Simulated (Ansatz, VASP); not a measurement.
## SiC: VASP beside Ansatz

File INCAR:

```
PREC     = Accurate       # precision mode
ENCUT    = 520            # plane-wave cutoff, eV
EDIFF    = 1E-6           # SCF threshold, eV
ISMEAR   = 0              # smearing method
SIGMA    = 0.05           # smearing width, eV
LREAL    = F              # projectors in reciprocal space
LASPH    = T              # aspherical terms in the spheres
NELM     = 60             # most SCF steps
ALGO     = Normal         # electronic algorithm
ISIF     = 2              # what is computed and relaxed
LWAVE    = F              # write WAVECAR
LCHARG   = F              # write CHGCAR
GGA      = PE             # functional
NBANDS   = 11             # bands
```

Contents of KPOINTS:

```
regular mesh
0
Gamma
  10 10 10
```

The input POSCAR:

```
SiC
1.0
    0.0000000000      2.1898640950      2.1898640950
    2.1898640950      0.0000000000      2.1898640950
    2.1898640950      2.1898640950      0.0000000000
Si C
1 1
Direct
    0.0000000000      0.0000000000      0.0000000000
    0.6815025986      0.6815025986      0.7700624244
```

Input for Ansatz:

```yaml
crystal:
  lattice:
    - [0.0, 2.189864095, 2.189864095]
    - [2.189864095, 0.0, 2.189864095]
    - [2.189864095, 2.189864095, 0.0]
  atoms:
    - { symbol: Si, position: [0.0, 0.0, 0.0] }
    - { symbol: C, position: [0.6815025986, 0.6815025986, 0.7700624244] }
basis:
  ecutwfc: 420
kpoints:
  mp_grid: { grid: [10, 10, 10] }
hamiltonian:
  xc: pbe
scf:
  occupations: { method: gaussian, width: 0.05 }
output:
  forces: true
  stress: true
  eigenvalues: true
```

Alike in both runs: task single point; functional PBE; k mesh 10 × 10 × 10; occupations gaussian, width 0.05 eV; no spin polarisation.

```csv
,VASP,Ansatz
version,VASP 6.6.1,Ansatz 0.2.0
potentials or method,"VASP PAW PBE potentials, release 64 (Si, C), cutoff 520 eV","scalar-relativistic, plane waves, PAW"
valence electrons in the cell,8,8
```

|  | VASP | Ansatz | Ansatz less VASP |
| --- | --- | --- | --- |
| gap on the k mesh at the Fermi level (eV) | none | none | - |
| pressure (GPa) | 9.7 | 9.8 | +0.11 |
| traceless stress, the component that is largest in VASP (GPa) | -16.04 | -16.07 | -0.025 |
| rms of the force components (eV/Å) | 2.594 | 2.594 | -0.0005 |

Atom by atom the forces differ by 0.002 eV/Å (rms over components). A gap of «none» marks a metal or a gap that the smearing closes.
